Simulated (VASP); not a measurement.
# PtS2 (P1) in VASP: a series of runs

The runs below take PtS2 through single point, with PBEsol.

All numbers are computed with VASP 6.6.1; they aren't measurements. Logs are shortened: lines on timing, memory, paths and dates and some standing lists are left out, and cuts for length are marked.

### Step 1. The cell of the first run

The typed cell holds 24 atoms: a = 8.307 Å, b = 8.307 Å, c = 8.307 Å, α = 60.00°, β = 60.00°, γ = 60.00°.

### Step 2. Single point, PBEsol

Input file INCAR:

```
SYSTEM = PtS2
  PREC = Accurate
  ENCUT = 520
  EDIFF = 1E-6
  ISMEAR = -1
  SIGMA = 0.026
  LREAL = Auto
  LASPH = .TRUE.
  NELM = 100
  ALGO = Normal
  ISIF = 2
  LWAVE = .FALSE.
  LCHARG = .FALSE.
  GGA = PS
  NBANDS = 106
```

Input file KPOINTS:

```
Automatic mesh
0
G
  2 2 2
  0 0 0
```

Input file POSCAR:

```
PtS2
1.0
    0.0000000000      5.8736250000      5.8736250000
    5.8736250000      0.0000000000      5.8736250000
    5.8736250000      5.8736250000      0.0000000000
Pt S
8 16
Direct
   -0.0155182702     -0.0028989764     -0.0043216072
    0.0154032646     -0.0336056524      0.5073074975
    0.0028334291      0.4862917704     -0.0043893677
    0.0055700696      0.4931258805      0.4960629083
    0.4878174041      0.0046290834      0.0040926174
    0.4968001022      0.0024919024      0.5010707187
    0.5090905531      0.5075671327     -0.0121313499
    0.5009596288      0.4861290940      0.5133211603
    0.1320733789      0.1158549448      0.1483136053
    0.3628616910      0.3696671987      0.3566018430
    0.0911336696      0.1268170848      0.6386665815
    0.3970472238      0.3533762370      0.8897742876
    0.1448789291      0.6499530528      0.0897126562
    0.3862692119      0.8442628700      0.4097298517
    0.1568348337      0.5864284833      0.6376379153
    0.3800818915      0.9014832408      0.8523086680
    0.6226357658      0.1007910788      0.1443784716
    0.8682695099      0.4062505693      0.3506089510
    0.6413566579      0.1266836919      0.5881241142
    0.8736129732      0.3596259550      0.9061858733
    0.5956206772      0.6398071889      0.1129546915
    0.9100483092      0.8323279917      0.3911006406
    0.6593563600      0.5698828236      0.6508358978
    0.8705159080      0.8495518526      0.8749191513
```

Potentials or basis: VASP PAW PBE potentials, release 64 (Pt, S).

Started as:

```console
cat potpaw_PBE.64/Pt/POTCAR potpaw_PBE.64/S/POTCAR > POTCAR
mpirun -np 1 vasp_std > vasp.out
```

OUTCAR:

```text
SYSTEM = PtS2
   PREC = Accurate
   ENCUT = 520
   EDIFF = 1E-6
   ISMEAR = -1
   LREAL = Auto
   LASPH = .TRUE.
   NELM = 100
   ISIF = 2
   GGA = PS

 ion  position               nearest neighbor table
   1  0.984  0.997  0.996-  13 2.38  11 2.42  17 2.46  20 2.48  24 2.60  16 2.70  22 2.71   9 2.85

   2  0.015  0.966  0.507-  22 2.41   9 2.45  24 2.50  11 2.52  14 2.53  19 2.56  15 2.58  18 2.98

   3  0.003  0.486  0.996-  20 2.35  18 2.42  15 2.44  24 2.47   9 2.53  12 2.68  13 2.73  21 2.77

   4  0.006  0.493  0.496-  22 2.31  23 2.37  10 2.43  11 2.50  18 2.52  15 2.63  13 2.76  20 2.78

   5  0.488  0.005  0.004-  12 2.38   9 2.42  16 2.47  21 2.48  17 2.53  24 2.61  14 2.76  19 2.82

   6  0.497  0.002  0.501-  16 2.39  17 2.42  19 2.43  14 2.46  10 2.50  11 2.75  22 2.81  23 2.94

   7  0.509  0.508  0.988-  23 2.32  21 2.34  13 2.48  12 2.48  20 2.49  10 2.52  16 2.67  17 2.76

   8  0.501  0.486  0.513-  15 2.34  14 2.43  19 2.46  18 2.51  12 2.56  23 2.59  21 2.73  10 2.79

   9  0.132  0.116  0.148-   5 2.42   2 2.45   3 2.53   1 2.85
  10  0.363  0.370  0.357-   4 2.43   6 2.50   7 2.52   8 2.79
  11  0.091  0.127  0.639-   1 2.42   4 2.50   2 2.52   6 2.75
  12  0.397  0.353  0.890-   5 2.38   7 2.48   8 2.56   3 2.68
  13  0.145  0.650  0.090-   1 2.38   7 2.48   3 2.73   4 2.76
  14  0.386  0.844  0.410-   8 2.43   6 2.46   2 2.53   5 2.76
  15  0.157  0.586  0.638-   8 2.34   3 2.44   2 2.58   4 2.63
  16  0.380  0.901  0.852-   6 2.39   5 2.47   7 2.67   1 2.70
  17  0.623  0.101  0.144-   6 2.42   1 2.46   5 2.53   7 2.76
  18  0.868  0.406  0.351-   3 2.42   8 2.51   4 2.52  23 2.79   2 2.98
  19  0.641  0.127  0.588-   6 2.43   8 2.46   2 2.56   5 2.82
  20  0.874  0.360  0.906-   3 2.35   1 2.48   7 2.49  23 2.77   4 2.78
  21  0.596  0.640  0.113-   7 2.34   5 2.48   8 2.73   3 2.77
  22  0.910  0.832  0.391-   4 2.31   2 2.41   1 2.71   6 2.81
  23  0.659  0.570  0.651-   7 2.32   4 2.37   8 2.59  20 2.77  18 2.79   6 2.94
  24  0.871  0.850  0.875-   3 2.47   2 2.50   1 2.60   5 2.61

  LATTYP: Found a face centered cubic cell.
 ALAT       =    11.7472500000

  Lattice vectors:

 A1 = (   0.0000000000,   5.8736250000,   5.8736250000)
 A2 = (   5.8736250000,   0.0000000000,   5.8736250000)
 A3 = (   5.8736250000,   5.8736250000,   0.0000000000)

Analysis of symmetry for initial positions (statically):
=====================================================================
 Subroutine PRICEL returns:
 Original cell was already a primitive cell.

 Routine SETGRP: Setting up the symmetry group for a
 face centered cubic supercell.

 Subroutine GETGRP returns: Found  1 space group operations
 (whereof  1 operations were pure point group operations)
 out of a pool of 48 trial point group operations.

The static configuration has the point symmetry C_1 .

Analysis of symmetry for dynamics (positions and initial velocities):
=====================================================================
 Subroutine PRICEL returns:
 Original cell was already a primitive cell.

 Routine SETGRP: Setting up the symmetry group for a
 face centered cubic supercell.

 Subroutine GETGRP returns: Found  1 space group operations
 (whereof  1 operations were pure point group operations)
 out of a pool of 48 trial point group operations.

The dynamic configuration has the point symmetry C_1 .

 Subroutine INISYM returns: Found  1 space group operations
 (whereof  1 operations are pure point group operations),
 and found     1 'primitive' translations

----------------------------------------------------------------------------------------

                                     Primitive cell

  volume of cell :     405.2739

  direct lattice vectors                    reciprocal lattice vectors
     0.000000000  5.873625000  5.873625000    -0.085126306  0.085126306  0.085126306
     5.873625000  0.000000000  5.873625000     0.085126306 -0.085126306  0.085126306
     5.873625000  5.873625000  0.000000000     0.085126306  0.085126306 -0.085126306

  length of vectors
     8.306560135  8.306560135  8.306560135     0.147443087  0.147443087  0.147443087

  position of ions in fractional coordinates (direct lattice)
     0.984481730  0.997101024  0.995678393
     0.015403265  0.966394348  0.507307498
     0.002833429  0.486291770  0.995610632
     0.005570070  0.493125881  0.496062908
     0.487817404  0.004629083  0.004092617
     0.496800102  0.002491902  0.501070719
[... 16 lines left out ...]
     0.659356360  0.569882824  0.650835898
     0.870515908  0.849551853  0.874919151

  ion indices of the primitive-cell ions
   primitive index   ion index
                 1           1
                 2           2
                 3           3
                 4           4
                 5           5
                 6           6
[... 16 lines left out ...]
                23          23
                24          24

----------------------------------------------------------------------------------------

 KPOINTS: Automatic mesh

Automatic generation of k-mesh.
 Grid dimensions read from file:
 generate k-points for:    2    2    2

 Generating k-lattice:

  Cartesian coordinates                     Fractional coordinates (reciprocal lattice)
    -0.042563153  0.042563153  0.042563153     0.500000000  0.000000000  0.000000000
     0.042563153 -0.042563153  0.042563153     0.000000000  0.500000000  0.000000000
     0.042563153  0.042563153 -0.042563153     0.000000000  0.000000000  0.500000000

  Length of vectors
     0.073721544  0.073721544  0.073721544

  Shift w.r.t. Gamma in fractional coordinates (k-lattice)
     0.000000000  0.000000000  0.000000000

 Subroutine IBZKPT returns following result:
 ===========================================

 Found      8 irreducible k-points:

 Following reciprocal coordinates:
            Coordinates               Weight
  0.000000  0.000000  0.000000      1.000000
  0.500000  0.000000  0.000000      1.000000
  0.000000  0.500000  0.000000      1.000000
  0.000000  0.000000  0.500000      1.000000
  0.500000  0.500000  0.500000      1.000000
  0.500000  0.500000  0.000000      1.000000
  0.000000  0.500000  0.500000      1.000000
  0.500000  0.000000  0.500000      1.000000
   k-points           NKPTS =      8   k-points in BZ     NKDIM =      8   number of bands    NBANDS=    106
   number of dos      NEDOS =    301   number of ions     NIONS =     24
   total plane-waves  NPLWV = 262144
   dimension x,y,z NGX =    64 NGY =   64 NGZ =   64
   dimension x,y,z NGXF=   128 NGYF=  128 NGZF=  128
   ions per type =               8  16
   NGX,Y,Z   is equivalent  to a cutoff of  12.81, 12.81, 12.81 a.u.
   NGXF,Y,Z  is equivalent  to a cutoff of  25.62, 25.62, 25.62 a.u.
 SYSTEM =  PtS2
   PREC   = accura    normal or accurate (medium, high low for compatibility)
   ISTART =      0    job   : 0-new  1-cont  2-samecut
   ICHARG =      2    charge: 1-file 2-atom 10-const
   ISPIN  =      1    spin polarized calculation?
   LNONCOLLINEAR =      F non collinear calculations
   LSORBIT =      F    spin-orbit coupling
   LASPH  =      T    aspherical Exc in radial PAW
   ENCUT  =  520.0 eV  38.22 Ry    6.18 a.u.  15.44 15.44 15.44*2*pi/ulx,y,z
   NELM   =    100;   NELMIN=  2; NELMDL= -5     # of ELM steps
   EDIFF  = 0.1E-05   stopping-criterion for ELM
   LREAL  =      T    real-space projection
   EDIFFG = 0.1E-04   stopping-criterion for IOM
   NSW    =      0    number of steps for IOM
[... 5 lines left out ...]
   TEBEG  =    0.0;   TEEND  =   0.0 temperature during run
   PSTRESS=    0.0 pullay stress
   NELECT =     176.0000    total number of electrons
   NUPDOWN=      -1.0000    fix difference up-down
   EMIN   =  10.00;   EMAX   =-10.00  energy-range for DOS
   EFERMI =   0.00;   METHOD = LEGACY
   ISMEAR =    -1;   SIGMA  =   0.03  broadening in eV -4-tet -1-fermi 0-gaus
   EFERMI_NEDOS =   21; number of points for ismear=-14 and -15
   IALGO  =     38    algorithm
   IMIX   =      4    mixing-type and parameters
     AMIX     =   0.40;   BMIX     =  1.00
     AMIX_MAG =   1.60;   BMIX_MAG =  1.00
  volume/ion in A,a.u.               =      16.89       113.96
  Fermi-wavevector in a.u.,A,eV,Ry     =   1.239737  2.342763 20.911439  1.536947
  Thomas-Fermi vector in A             =   2.374207
   LORBIT       =      0    0 simple, 1 ext, 2 COOP (PROOUT), +10 PAW based schemes
   GGA     = PS    functional components
   LHFCALC =     F    Hartree Fock is set to
   AEXX    =    0.0000 exact exchange contribution
   IVDW    =     0    specifies the selected vdW correction
   LEPSILON=     F    determine dielectric tensor
   LRPA    =     F    only Hartree local field effects (RPA)
 non-spin polarized calculation
  energy-cutoff  :      520.00
  volume of cell :      405.27
 maximum number of plane-waves:     10969
 NGX is ok and might be reduce to    64
   NGX = 31   NGY = 31   NGZ = 31

 number of electron     176.0000000 magnetization

 Free energy of the ion-electron system (eV)
  ---------------------------------------------------
  ext. energy  EPLUGINS =         0.00000000
  ---------------------------------------------------
  free energy    TOTEN  =      -122.62492549 eV

  energy without entropy =     -122.59458774  energy(sigma->0) =     -122.60975661

 E-fermi :   8.4010     XC(G=0): -11.3712

 val. band max:        8.3740860569   @ k =   0.5000   0.5000   0.0000
 cond. band min:       8.4167546992   @ k =   0.0000   0.0000   0.0000
 fundamental gap:      0.0426686423
 Fermi energy:         8.4009709635

 k-point     1 :       0.0000    0.0000    0.0000
  band No.  band energies     occupation
      1      -8.0623      2.00000
      2      -6.4091      2.00000
      3      -6.3450      2.00000
      4      -6.2568      2.00000
      5      -6.1939      2.00000
      6      -6.0155      2.00000
[... 92 lines left out ...]
     99       9.5732      0.00000
    100       9.6578      0.00000

 k-point     2 :       0.5000    0.0000    0.0000
  band No.  band energies     occupation
      1      -7.4960      2.00000
      2      -7.4260      2.00000
      3      -6.4134      2.00000
      4      -6.2959      2.00000
      5      -6.1824      2.00000
      6      -6.1332      2.00000
[... 710 lines left out ...]
     99       9.2791      0.00000
    100       9.2992      0.00000
 [bands above 100 left out]

------------------------ aborting loop because EDIFF is reached ----------------------------------------

  FORCE on cell =-STRESS in cart. coord.  units (eV):
  Direction    XX          YY          ZZ          XY          YZ          ZX
  --------------------------------------------------------------------------------------
  -------------------------------------------------------------------------------------
  Total        6.4764789      8.4123185      6.7768157     -0.6488059     -2.4740728     -0.1786688
  in kB       25.6035919     33.2565846     26.7909192     -2.5649371     -9.7808010     -0.7063349
  external PRESSURE =      28.5503652 kB  Pullay stress =       0.0000000 kB

 VOLUME and BASIS-vectors are now :
 -----------------------------------------------------------------------------
  energy-cutoff  :      520.00
  volume of cell :      405.27
      direct lattice vectors                 reciprocal lattice vectors
     0.000000000  5.873625000  5.873625000    -0.085126306  0.085126306  0.085126306
     5.873625000  0.000000000  5.873625000     0.085126306 -0.085126306  0.085126306
     5.873625000  5.873625000  0.000000000     0.085126306  0.085126306 -0.085126306

 POSITION                                       TOTAL-FORCE (eV/Angst)
 -----------------------------------------------------------------------------------
     11.70484     11.63072     11.63907         0.132761      0.265079      0.436808
      8.65597      3.07021      5.76671         0.737068     -0.335399      0.332093
      8.70414      5.86449      2.87294         0.363068      0.707177      0.366364
      5.81012      2.94640      2.92915        -0.508968      0.514583     -0.374830
      0.05123      2.88930      2.89245        -0.542304      0.387252     -0.230947
      2.95774      5.86112      2.93265        -0.072408      0.148271      0.293717
[... 16 lines left out ...]
      7.17004      7.69558      7.22009         0.091677     -0.578276      0.441472
     10.12890     10.25203     10.10303         0.099056     -0.430278     -0.000084
 -----------------------------------------------------------------------------------
    total drift:                               -0.000343     -0.002023      0.006885

  FREE ENERGIE OF THE ION-ELECTRON SYSTEM (eV)
  ---------------------------------------------------
  free  energy   TOTEN  =      -122.6249254911 eV

  energy  without entropy=     -122.5945877378  energy(sigma->0) =     -122.60975661
```

It took 11 min on 1 thread of Intel Xeon Platinum 8488C (Sapphire Rapids), shared host; peak memory 0.67 GiB.

Results:

```
Free energy            : -122.6249 eV
Pressure               : 2.9 GPa
Largest force          : 1.056 eV/Å
Band gap on the k mesh : zero (bands 88 and 89 overlap by 0.24 eV)
```

Forces in eV/Å, atoms in the order of the input:
```
Pt   0.133  0.265  0.437
Pt   0.737 -0.335  0.332
Pt   0.363  0.707  0.366
Pt  -0.509  0.515 -0.375
Pt  -0.542  0.387 -0.231
Pt  -0.072  0.148  0.294
Pt   0.233  0.351 -0.762
Pt  -0.256  0.226  0.506
S   -0.076  0.339  0.051
S   -0.015 -0.055 -0.387
S   -0.205 -0.316 -0.156
S   -0.497 -0.258  0.043
S   -0.538 -0.536 -0.187
S    0.463  0.287 -0.227
S   -0.247  0.005 -0.912
S    0.175 -0.583  0.441
S   -0.685  0.774 -0.215
S    0.251 -0.382  0.337
S   -0.054 -0.202  0.399
S    0.002  0.317 -0.469
S    0.905  0.032 -0.021
S    0.245 -0.676  0.293
S    0.092 -0.578  0.441
S    0.099 -0.430  0.000
```

Stress tensor (GPa, compression positive):
```
 2.56 -0.26 -0.07
-0.26  3.33 -0.98
-0.07 -0.98  2.68
```

Levels at points of the mesh, in eV from the Fermi level:
```
           k point  band 86  band 87  band 88  band 89  band 90  band 91
(0.00, 0.00, 0.00)     0.02     0.11     0.18     0.26     0.29     0.37
(0.50, 0.00, 0.00)    -0.60    -0.54    -0.42    -0.04     0.18     0.27
(0.00, 0.50, 0.00)    -0.56    -0.45    -0.38     0.04     0.14     0.23
(0.00, 0.00, 0.50)    -0.50    -0.47    -0.42    -0.05     0.06     0.18
(0.50, 0.50, 0.50)    -0.50    -0.47    -0.41     0.09     0.17     0.19
(0.50, 0.50, 0.00)    -0.96    -0.33    -0.19    -0.03     0.13     0.28
(0.00, 0.50, 0.50)    -1.02    -0.12    -0.03     0.05     0.17     0.24
(0.50, 0.00, 0.50)    -1.06    -0.22    -0.07     0.07     0.15     0.21
```

Caveat: the k points lie up to 0.46 Å⁻¹ apart; the atoms stand as in a frame of molecular dynamics; the structure was generated, so it needn't be the stable form of PtS2; the PAW data sets were made with another functional, which shifts forces and pressure a little; spin-orbit coupling is left out, which moves the levels of the heavy elements.

(Continued in part 2 of 2.)

The gap in the log of VASP goes by the Fermi energy; the results here count the filled bands.